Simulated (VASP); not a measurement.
## Os: equation of state with MS2

Crystal: Os.

```
CELL_PARAMETERS angstrom
0.00000 1.94500 1.94500
1.94500 0.00000 1.94500
1.94500 1.94500 0.00000
ATOMIC_POSITIONS crystal
Os 0.00000 0.00000 0.00000
```

This isn't the form of Os at room conditions, which is hcp.

| Item | Value |
| --- | --- |
| Program | VASP 6.6.1 |
| Task | equation of state |
| Functional | MS2 |
| Potentials or basis | VASP PAW PBE potentials, release 64 (Os_sv_GW) |
| Cutoff | 510 eV |
| k mesh | 14 × 14 × 14 |
| Occupations | methfessel-paxton, width 0.1 eV |
| Spin | no spin polarisation |

* Equilibrium volume: 13.86 Å³/atom
* Bulk modulus: 439 GPa
* Pressure derivative of the bulk modulus: 4.9

Energy against volume, from the lowest point:
```tsv
volume (Å³/atom)	energy (meV/atom)
13.392	22.68
13.833	0.00
14.274	16.25
14.716	64.91
15.157	140.45
15.599	238.08
16.040	354.19
```

Run time: 6.3 min on 1 thread of Intel(R) Xeon(R) 6975P-C (Granite Rapids), with other jobs on the host, peak memory 0.17 GiB.

Caveat: the PAW data sets were made with another functional, which shifts forces and pressure a little.
